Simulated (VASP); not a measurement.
# Sr: single point with LDA

Crystal: Sr.

```xyz
1
Lattice="0.0000 3.0625 3.0625 3.0625 0.0000 3.0625 3.0625 3.0625 0.0000" Properties=species:S:1:pos:R:3 pbc="T T T"
Sr    0.0000    0.0000    0.0000
```

```json
{
 "Program": "VASP 6.6.1",
 "Task": "single point",
 "Functional": "LDA",
 "Potentials or basis": "VASP PAW LDA potentials, release 64 (Sr_sv)",
 "Cutoff": "520 eV",
 "k mesh": "6 × 6 × 6",
 "Occupations": "fermi-dirac, width 0.05 eV",
 "Spin": "no spin polarisation"
}
```

| Quantity | Value |
| --- | --- |
| Pressure | -1.7 GPa |
| Band gap on the k mesh | 0.10 eV, direct |

Levels at points of the mesh, in eV from the valence-band top:
```tsv
k point	band 2	band 3	band 4	band 5	band 6	band 7	band 8	band 9
(0.00, 0.00, 0.00)	-18.46	-18.46	-18.46	-3.54	2.26	2.26	2.26	3.64
(0.50, 0.00, 0.00)	-18.64	-18.49	-18.49	-1.09	0.14	2.12	2.12	4.63
(0.50, 0.50, 0.00)	-18.63	-18.53	-18.53	-0.56	0.38	1.06	4.63	4.92
```

Run time: 5.9 s on 1 thread of AMD EPYC 7R13 (shared host), peak memory 0.15 GiB.

A k mesh can miss the band edges.
